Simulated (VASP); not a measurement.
# Mo (P6/mmm) in VASP: settings compared

Mo is run at these levels: BLYP, LDA, PBEsol; tasks: single point.

All numbers are computed with VASP 6.6.1; they aren't measurements. Logs are shortened: lines on timing, memory, paths and dates and some standing lists are left out, and cuts for length are marked.

### Step 1. The cell of the first run

It takes space group P6/mmm (No. 191, hexagonal). Conventional cell: a = 2.736 Å, b = 2.736 Å, c = 2.555 Å, α = 90.00°, β = 90.00°, γ = 120.00°. Within 3.4 Å of Mo (site symmetry 6/mmm) lie 8 Mo at 2.56 to 2.74 Å.

This isn't the form of Mo at room conditions, which is bcc.

### Step 2. Single point, BLYP

INCAR

```
SYSTEM = Mo
  PREC = Accurate
  ENCUT = 520
  EDIFF = 1E-6
  ISMEAR = -1
  SIGMA = 0.1
  LREAL = .FALSE.
  LASPH = .TRUE.
  NELM = 60
  ALGO = Normal
  ISIF = 2
  LWAVE = .FALSE.
  LCHARG = .FALSE.
  GGA = B5
  ALDAX = 1.0
  AGGAX = 1.0
  AGGAC = 1.0
  ALDAC = 0.0
  NBANDS = 13
```

KPOINTS

```
Automatic mesh
0
G
  13 13 12
  0 0 0
```

POSCAR

```
Mo
1.0
    2.7355100000      0.0000000000      0.0000000000
   -1.3677600000      2.3690200000      0.0000000000
    0.0000000000      0.0000000000      2.5551800000
Mo
1
Direct
    0.0000000000      0.0000000000      0.5000000000
```

Potentials or basis: VASP PAW PBE potentials, release 64 (Mo_sv).

Command:

```console
$ cat potpaw_PBE.64/Mo_sv/POTCAR > POTCAR
$ mpirun -np 1 vasp_std > vasp.out
```

OUTCAR:

```text
SYSTEM = Mo
   PREC = Accurate
   ENCUT = 520
   EDIFF = 1E-6
   ISMEAR = -1
   LREAL = .FALSE.
   LASPH = .TRUE.
   NELM = 60
   ISIF = 2
   GGA = B5

 ion  position               nearest neighbor table
   1  0.000  0.000  0.500-

  LATTYP: Found a hexagonal cell.
 ALAT       =     2.7355100000
 C/A-ratio  =     0.9340781061

  Lattice vectors:

 A1 = (   2.7355100000,   0.0000000000,   0.0000000000)
 A2 = (  -1.3677600000,   2.3690200000,   0.0000000000)
 A3 = (   0.0000000000,   0.0000000000,   2.5551800000)

Analysis of symmetry for initial positions (statically):
=====================================================================
 Subroutine PRICEL returns:
 Original cell was already a primitive cell.

 Routine SETGRP: Setting up the symmetry group for a
 hexagonal supercell.

 Subroutine GETGRP returns: Found 24 space group operations
 (whereof 24 operations were pure point group operations)
 out of a pool of 24 trial point group operations.

The static configuration has the point symmetry D_6h.

Analysis of symmetry for dynamics (positions and initial velocities):
=====================================================================
 Subroutine PRICEL returns:
 Original cell was already a primitive cell.

 Routine SETGRP: Setting up the symmetry group for a
 hexagonal supercell.

 Subroutine GETGRP returns: Found 24 space group operations
 (whereof 24 operations were pure point group operations)
 out of a pool of 24 trial point group operations.

The dynamic configuration has the point symmetry D_6h.

 Subroutine INISYM returns: Found 24 space group operations
 (whereof 24 operations are pure point group operations),
 and found     1 'primitive' translations

----------------------------------------------------------------------------------------

                                     Primitive cell

  volume of cell :      16.5588

  direct lattice vectors                    reciprocal lattice vectors
     2.735510000  0.000000000  0.000000000     0.365562546  0.211058509  0.000000000
    -1.367760000  2.369020000  0.000000000     0.000000000  0.422115474  0.000000000
     0.000000000  0.000000000  2.555180000     0.000000000  0.000000000  0.391361861

  length of vectors
     2.735510000  2.735511502  2.555180000     0.422115706  0.422115474  0.391361861

  position of ions in fractional coordinates (direct lattice)
     0.000000000  0.000000000  0.500000000

  ion indices of the primitive-cell ions
   primitive index   ion index
[... 80 lines left out ...]
   ISYM   =      2    0-nonsym 1-usesym 2-fastsym
   POTIM  = 0.5000    time-step for ionic-motion
   TEBEG  =    0.0;   TEEND  =   0.0 temperature during run
   PSTRESS=    0.0 pullay stress
   NELECT =      14.0000    total number of electrons
   NUPDOWN=      -1.0000    fix difference up-down
   EMIN   =  10.00;   EMAX   =-10.00  energy-range for DOS
   EFERMI =   0.00;   METHOD = LEGACY
   ISMEAR =    -1;   SIGMA  =   0.10  broadening in eV -4-tet -1-fermi 0-gaus
   EFERMI_NEDOS =   21; number of points for ismear=-14 and -15
   IALGO  =     38    algorithm
   IMIX   =      4    mixing-type and parameters
     AMIX     =   0.40;   BMIX     =  1.00
     AMIX_MAG =   1.60;   BMIX_MAG =  1.00
  volume/ion in A,a.u.               =      16.56       111.74
  Fermi-wavevector in a.u.,A,eV,Ry     =   1.548013  2.925321 32.604252  2.396345
  Thomas-Fermi vector in A             =   2.653024
   LORBIT       =      0    0 simple, 1 ext, 2 COOP (PROOUT), +10 PAW based schemes
   GGA     = B5    functional components
   LHFCALC =     F    Hartree Fock is set to
   AEXX    =    0.0000 exact exchange contribution
   IVDW    =     0    specifies the selected vdW correction
   LEPSILON=     F    determine dielectric tensor
   LRPA    =     F    only Hartree local field effects (RPA)
 non-spin polarized calculation
  energy-cutoff  :      520.00
  volume of cell :       16.56
 maximum number of plane-waves:       460
   NGX = 11   NGY = 11   NGZ =  9

 number of electron      14.0000000 magnetization

 Free energy of the ion-electron system (eV)
  ---------------------------------------------------
  ext. energy  EPLUGINS =         0.00000000
  ---------------------------------------------------
  free energy    TOTEN  =        -8.72466318 eV

  energy without entropy =       -8.68658073  energy(sigma->0) =       -8.70562195

 E-fermi :  12.1058     XC(G=0): -12.3235

 val. band max:       12.0614496759   @ k =   0.1538   0.0000   0.0833
 cond. band min:      12.1177861558   @ k =   0.3846   0.0769   0.3333
 fundamental gap:      0.0563364799
 Fermi energy:        12.1058247576

 k-point     1 :       0.0000    0.0000    0.0000
  band No.  band energies     occupation
      1     -48.7375      2.00000
      2     -22.1367      2.00000
      3     -22.1366      2.00000
      4     -22.0946      2.00000
      5       5.5430      2.00000
      6       7.7413      2.00000
      7      11.1825      1.99980
      8      11.1826      1.99980
      9      16.1624      0.00000
     10      16.1624      0.00000
     11      25.3529      0.00000
     12      28.0503      0.00000
     13      32.7325      0.00000
[... 354 lines left out ...]
  band No.  band energies     occupation
      1     -48.6733      2.00000
      2     -22.4397      2.00000
      3     -22.1968      2.00000
      4     -22.1835      2.00000
      5       6.6005      2.00000
      6       8.3686      2.00000
      7      10.5487      2.00000
      8      12.0614      1.21830
      9      15.0014      0.00000
     10      15.7068      0.00000
     11      27.1897      0.00000
     12      28.4479      0.00000
     13      30.4971      0.00000

 [... further k-points ...]

------------------------ aborting loop because EDIFF is reached ----------------------------------------

  FORCE on cell =-STRESS in cart. coord.  units (eV):
  Direction    XX          YY          ZZ          XY          YZ          ZX
  --------------------------------------------------------------------------------------
  -------------------------------------------------------------------------------------
  Total        1.5933063      1.5933048      0.9643296     -0.0000034     -0.0000000      0.0000000
  in kB      154.1634177    154.1632677     93.3055609     -0.0003254     -0.0000000      0.0000000
  external PRESSURE =     133.8774154 kB  Pullay stress =       0.0000000 kB

 VOLUME and BASIS-vectors are now :
 -----------------------------------------------------------------------------
  energy-cutoff  :      520.00
  volume of cell :       16.56
      direct lattice vectors                 reciprocal lattice vectors
     2.735510000  0.000000000  0.000000000     0.365562546  0.211058509  0.000000000
    -1.367760000  2.369020000  0.000000000     0.000000000  0.422115474  0.000000000
     0.000000000  0.000000000  2.555180000     0.000000000  0.000000000  0.391361861

 POSITION                                       TOTAL-FORCE (eV/Angst)
 -----------------------------------------------------------------------------------
      0.00000      0.00000      1.27759        -0.000000      0.000000      0.000000
 -----------------------------------------------------------------------------------
    total drift:                               -0.000000      0.000000     -0.000000

  FREE ENERGIE OF THE ION-ELECTRON SYSTEM (eV)
  ---------------------------------------------------
  free  energy   TOTEN  =        -8.7246631834 eV

  energy  without entropy=       -8.6865807265  energy(sigma->0) =       -8.70562195
```

OSZICAR:

```text
N       E                     dE             d eps       ncg     rms          rms(c)
DAV:   1     0.112263918855E+03    0.11226E+03   -0.91877E+03  3894   0.111E+03
DAV:   2    -0.771713660323E+01   -0.11998E+03   -0.11599E+03  4262   0.329E+02
DAV:   3    -0.910177425688E+01   -0.13846E+01   -0.13805E+01  4532   0.362E+01
DAV:   4    -0.910594978317E+01   -0.41755E-02   -0.41753E-02  4272   0.224E+00
DAV:   5    -0.910598456131E+01   -0.34778E-04   -0.34779E-04  4632   0.173E-01    0.123E+01
DAV:   6    -0.876265116237E+01    0.34333E+00   -0.47038E-01  3902   0.801E+00    0.398E+00
DAV:   7    -0.872554642305E+01    0.37105E-01   -0.83199E-02  4247   0.321E+00    0.718E-01
DAV:   8    -0.872462749736E+01    0.91893E-03   -0.35234E-03  4027   0.733E-01    0.912E-02
DAV:   9    -0.872465921725E+01   -0.31720E-04   -0.29796E-05  4687   0.625E-02    0.621E-02
DAV:  10    -0.872466295223E+01   -0.37350E-05   -0.20322E-05  4102   0.527E-02    0.198E-03
DAV:  11    -0.872466318337E+01   -0.23114E-06   -0.14126E-07  2776   0.458E-03
   1 F= -.87246632E+01 E0= -.87056220E+01  d E =-.380825E-01
```

Wall time 28 s (1 thread of Intel Xeon 8259CL, shared host); peak memory 0.14 GiB.

Results:

```
Free energy            : -8.7247 eV
Pressure               : 13.4 GPa
Band gap on the k mesh : zero (bands 7 and 8 overlap by 1.92 eV)
```

Stress tensor (GPa, compression positive):
```
15.42  0.00  0.00
 0.00 15.42  0.00
 0.00  0.00  9.33
```

Levels at points of the mesh, in eV from the Fermi level:
```
           k point  band 4  band 5  band 6  band 7  band 8  band 9  band 10  band 11
(0.00, 0.00, 0.00)  -34.20   -6.56   -4.36   -0.92   -0.92    4.06     4.06    13.25
(0.00, 0.00, 0.50)  -34.08   -3.64   -0.12   -0.12    0.32    0.76     0.76    10.05
```

Caveat: the cell stands under pressure; the PAW data sets were made with another functional, which shifts forces and pressure a little.

### Step 3. Single point, LDA

INCAR

```
SYSTEM = Mo
PREC     = Accurate       ! precision mode
ENCUT    = 520            ! plane-wave cutoff, eV
EDIFF    = 1E-6           ! SCF threshold, eV
ISMEAR   = -1             ! smearing method
SIGMA    = 0.1            ! smearing width, eV
LREAL    = .False.        ! projectors in reciprocal space
LASPH    = .True.         ! aspherical terms in the spheres
NELM     = 100            ! most SCF steps
ALGO     = Normal         ! electronic algorithm
ISIF     = 2              ! what is computed and relaxed
LWAVE    = .False.        ! write WAVECAR
LCHARG   = .False.        ! write CHGCAR
NBANDS   = 13             ! bands
```

KPOINTS

```
Automatic mesh
0
Gamma
  13 13 12
  0 0 0
```

POSCAR is that of step 2.

Potentials or basis: VASP PAW LDA potentials, release 64 (Mo_sv).

Command:

```console
$ cat potpaw_LDA.64/Mo_sv/POTCAR > POTCAR
$ mpirun -np 1 vasp_std > vasp.out
```

OUTCAR:

```text
SYSTEM = Mo
   PREC = Accurate
   ENCUT = 520
   EDIFF = 1E-6
   ISMEAR = -1
   LREAL = .False.
   LASPH = .True.
   NELM = 100
   ISIF = 2

 ion  position               nearest neighbor table
   1  0.000  0.000  0.500-

  LATTYP: Found a hexagonal cell.
 ALAT       =     2.7355100000
 C/A-ratio  =     0.9340781061

  Lattice vectors:

 A1 = (   2.7355100000,   0.0000000000,   0.0000000000)
 A2 = (  -1.3677600000,   2.3690200000,   0.0000000000)
[... 562 lines left out ...]
     13      29.6199      0.00000

 [... further k-points ...]

------------------------ aborting loop because EDIFF is reached ----------------------------------------

  FORCE on cell =-STRESS in cart. coord.  units (eV):
  Direction    XX          YY          ZZ          XY          YZ          ZX
  --------------------------------------------------------------------------------------
  -------------------------------------------------------------------------------------
  Total       -0.4926997     -0.4926993     -1.2384689      0.0000010      0.0000000     -0.0000000
  in kB      -47.6721105    -47.6720641   -119.8304399      0.0001006      0.0000000     -0.0000000
  external PRESSURE =     -71.7248715 kB  Pullay stress =       0.0000000 kB

 VOLUME and BASIS-vectors are now :
 -----------------------------------------------------------------------------
  energy-cutoff  :      520.00
  volume of cell :       16.56
      direct lattice vectors                 reciprocal lattice vectors
     2.735510000  0.000000000  0.000000000     0.365562546  0.211058509  0.000000000
    -1.367760000  2.369020000  0.000000000     0.000000000  0.422115474  0.000000000
     0.000000000  0.000000000  2.555180000     0.000000000  0.000000000  0.391361861

 POSITION                                       TOTAL-FORCE (eV/Angst)
 -----------------------------------------------------------------------------------
      0.00000      0.00000      1.27759         0.000000      0.000000      0.000000
 -----------------------------------------------------------------------------------
    total drift:                                0.000000      0.000000     -0.000000

  FREE ENERGIE OF THE ION-ELECTRON SYSTEM (eV)
  ---------------------------------------------------
  free  energy   TOTEN  =       -11.2257549750 eV

  energy  without entropy=      -11.1877478732  energy(sigma->0) =      -11.20675142
```

stdout:

```text
POSCAR found type information on POSCAR Mo
 POSCAR found :  1 types and       1 ions
 scaLAPACK will be used
 LDA part: xc-table for (Slater(with rela. corr.)+CA(PZ))
 , standard interpolation
 POSCAR, INCAR and KPOINTS ok, starting setup
 FFT: planning ... GRIDC
 FFT: planning ... GRID_SOFT
 FFT: planning ... GRID
 WAVECAR not read
 entering main loop
```

Wall time 28 s (1 thread of Intel Xeon 8259CL, shared host); peak memory 0.14 GiB.

Results:

```
Free energy            : -11.2258 eV
Pressure               : -7.2 GPa
Band gap on the k mesh : zero (bands 7 and 8 overlap by 1.88 eV)
```

Stress tensor (GPa, compression positive):
```
 -4.77   0.00   0.00
  0.00  -4.77   0.00
  0.00   0.00 -11.98
```

Levels at points of the mesh, in eV from the Fermi level:
| k point | band 4 | band 5 | band 6 | band 7 | band 8 | band 9 | band 10 | band 11 |
| --- | --- | --- | --- | --- | --- | --- | --- | --- |
| (0.00, 0.00, 0.00) | -34.10 | -6.77 | -4.33 | -0.90 | -0.90 | 4.10 | 4.10 | 13.05 |
| (0.00, 0.00, 0.50) | -33.97 | -3.71 | -0.08 | -0.08 | 0.08 | 0.77 | 0.77 | 10.07 |

Caveat: the cell stands under tension.

### Step 4. Single point, PBEsol

INCAR

```
  PREC = Accurate
  ENCUT = 520
  EDIFF = 1E-6
  ISMEAR = -1
  SIGMA = 0.1
  LREAL = F
  LASPH = T
  NELM = 80
  ALGO = Normal
  ISIF = 2
  LWAVE = F
  LCHARG = F
  GGA = PS
  NBANDS = 13
```

KPOINTS

```
Automatic mesh
0
Gamma
  13 13 12
```

POSCAR is that of step 3.

Potentials or basis: VASP PAW PBE potentials, release 64 (Mo_sv).

Command:

```console
$ cat potpaw_PBE.64/Mo_sv/POTCAR > POTCAR
$ mpirun -np 1 vasp_std > vasp.out
```

OUTCAR:

```text
PREC = Accurate
   ENCUT = 520
   EDIFF = 1E-6
   ISMEAR = -1
   LREAL = F
   LASPH = T
   NELM = 80
   ISIF = 2
   GGA = PS

 ion  position               nearest neighbor table
   1  0.000  0.000  0.500-

  LATTYP: Found a hexagonal cell.
 ALAT       =     2.7355100000
 C/A-ratio  =     0.9340781061

  Lattice vectors:

 A1 = (   2.7355100000,   0.0000000000,   0.0000000000)
 A2 = (  -1.3677600000,   2.3690200000,   0.0000000000)
 A3 = (   0.0000000000,   0.0000000000,   2.5551800000)

Analysis of symmetry for initial positions (statically):
=====================================================================
 Subroutine PRICEL returns:
 Original cell was already a primitive cell.

 Routine SETGRP: Setting up the symmetry group for a
 hexagonal supercell.

 Subroutine GETGRP returns: Found 24 space group operations
 (whereof 24 operations were pure point group operations)
 out of a pool of 24 trial point group operations.

The static configuration has the point symmetry D_6h.

Analysis of symmetry for dynamics (positions and initial velocities):
[... 168 lines left out ...]
      4     -22.7702      2.00000
      5       4.6089      2.00000
      6       7.1000      2.00000
      7      10.5419      1.99973
      8      10.5419      1.99973
      9      15.5500      0.00000
     10      15.5500      0.00000
     11      24.4410      0.00000
     12      27.1687      0.00000
     13      31.9349      0.00000
[... 354 lines left out ...]
  band No.  band energies     occupation
      1     -49.4477      2.00000
      2     -23.1089      2.00000
      3     -22.8651      2.00000
      4     -22.8589      2.00000
      5       5.6693      2.00000
      6       7.7284      2.00000
      7       9.8784      2.00000
      8      11.4262      1.03900
      9      14.3648      0.00000
     10      15.0881      0.00000
     11      26.2999      0.00000
     12      27.5795      0.00000
     13      29.6534      0.00000

 [... further k-points ...]

------------------------ aborting loop because EDIFF is reached ----------------------------------------

  FORCE on cell =-STRESS in cart. coord.  units (eV):
  Direction    XX          YY          ZZ          XY          YZ          ZX
  --------------------------------------------------------------------------------------
  -------------------------------------------------------------------------------------
  Total       -0.1051966     -0.1051965     -0.7985661      0.0000002     -0.0000000     -0.0000000
  in kB      -10.1784949    -10.1784850    -77.2667960      0.0000215     -0.0000000     -0.0000000
  external PRESSURE =     -32.5412586 kB  Pullay stress =       0.0000000 kB

 VOLUME and BASIS-vectors are now :
 -----------------------------------------------------------------------------
  energy-cutoff  :      520.00
  volume of cell :       16.56
      direct lattice vectors                 reciprocal lattice vectors
     2.735510000  0.000000000  0.000000000     0.365562546  0.211058509  0.000000000
    -1.367760000  2.369020000  0.000000000     0.000000000  0.422115474  0.000000000
     0.000000000  0.000000000  2.555180000     0.000000000  0.000000000  0.391361861

 POSITION                                       TOTAL-FORCE (eV/Angst)
 -----------------------------------------------------------------------------------
      0.00000      0.00000      1.27759         0.000000      0.000000      0.000000
 -----------------------------------------------------------------------------------
    total drift:                                0.000000      0.000000     -0.000000

  FREE ENERGIE OF THE ION-ELECTRON SYSTEM (eV)
  ---------------------------------------------------
  free  energy   TOTEN  =       -10.8664093279 eV

  energy  without entropy=      -10.8285296379  energy(sigma->0) =      -10.84746948
```

OSZICAR:

```text
N       E                     dE             d eps       ncg     rms          rms(c)
DAV:   1     0.109540603439E+03    0.10954E+03   -0.91528E+03  3894   0.111E+03
DAV:   2    -0.100348923986E+02   -0.11958E+03   -0.11565E+03  4262   0.328E+02
DAV:   3    -0.114230649597E+02   -0.13882E+01   -0.13838E+01  4537   0.362E+01
DAV:   4    -0.114271586849E+02   -0.40937E-02   -0.40935E-02  4262   0.221E+00
DAV:   5    -0.114271917852E+02   -0.33100E-04   -0.33101E-04  4627   0.168E-01    0.141E+01
DAV:   6    -0.109339029965E+02    0.49329E+00   -0.63681E-01  3867   0.933E+00    0.425E+00
DAV:   7    -0.108703395740E+02    0.63563E-01   -0.11473E-01  4267   0.372E+00    0.736E-01
DAV:   8    -0.108663937505E+02    0.39458E-02   -0.38856E-03  3952   0.775E-01    0.896E-02
DAV:   9    -0.108664033173E+02   -0.95668E-05   -0.59251E-05  4697   0.896E-02    0.522E-02
DAV:  10    -0.108664092889E+02   -0.59716E-05   -0.78524E-06  4137   0.313E-02    0.190E-03
DAV:  11    -0.108664093279E+02   -0.39084E-07   -0.89555E-08  2271   0.330E-03
   1 F= -.10866409E+02 E0= -.10847469E+02  d E =-.378797E-01
```

Run time: 26 s. Hardware: 1 thread of Intel Xeon 8259CL, shared host; peak memory 0.15 GiB.

Results:

* Free energy: -10.8664 eV
* Pressure: -3.3 GPa
* Band gap on the k mesh: zero (bands 7 and 8 overlap by 1.80 eV)

Stress tensor (GPa, compression positive):
```
-1.02  0.00  0.00
 0.00 -1.02  0.00
 0.00  0.00 -7.73
```

Caveat: the cell stands under tension; the PAW data sets were made with another functional, which shifts forces and pressure a little.

### Step 5. Summary

| level | potentials or basis | gap on the mesh (eV) | pressure (GPa) |
| --- | --- | --- | --- |
| BLYP | VASP PAW PBE potentials, release 64 (Mo_sv) | none | 13.4 |
| LDA | VASP PAW LDA potentials, release 64 (Mo_sv) | none | -7.2 |
| PBEsol | VASP PAW PBE potentials, release 64 (Mo_sv) | none | -3.3 |

Alike in all rows: task single point; no spin polarisation; cell as given; k mesh 13 × 13 × 12; cutoff (eV) 520; smearing fermi-dirac 0.1 eV.

Caveats: the PAW data sets were made with another functional, which shifts forces and pressure a little (at least some runs); the cell stands under tension (at least some runs); the cell stands under pressure (at least some runs).

Absolute energies hang on the potentials; compare differences alone.
